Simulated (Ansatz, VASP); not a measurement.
**One calculation of CdTe, two programs**

```
Cd Te
1.0
     0.00000    2.89816    2.89816
     2.89816    0.00000    2.89816
     2.89816    2.89816    0.00000
Cd Te
1 1
Direct
  0.00000 0.00000 0.00000
  0.50000 0.50000 0.50000
```

Alike in both runs: task relaxation of cell and atoms; functional PBE; k mesh 12 × 12 × 12; occupations fermi-dirac, width 0.05 eV; no spin polarisation.

|  | VASP | Ansatz |
| --- | --- | --- |
| version | VASP 6.6.1 | Ansatz 0.2.0 |
| potentials or method | VASP PAW PBE potentials, release 64 (Cd, Te) | PAW with Ansatz's default frozen-core files, scalar-relativistic |
| plane-wave cutoff (eV) | 600 | 420 |
| valence electrons in the cell | 18 | 36 |

|  | VASP | Ansatz | Ansatz less VASP |
| --- | --- | --- | --- |
| relaxed volume (Å³/atom) | 28.80 | 28.71 | -0.096 |
| relaxed cell length with the largest relative difference (Å) | 4.335 | 4.330 | -0.0048 |

VASP's potentials hold 18 valence electrons a cell and Ansatz's 36, so a difference there can come from the potentials and not from the codes.

Neither program's run includes spin-orbit coupling. Noted on VASP's run: the volume moved by over 15 % at a fixed basis, so the end points are rough.
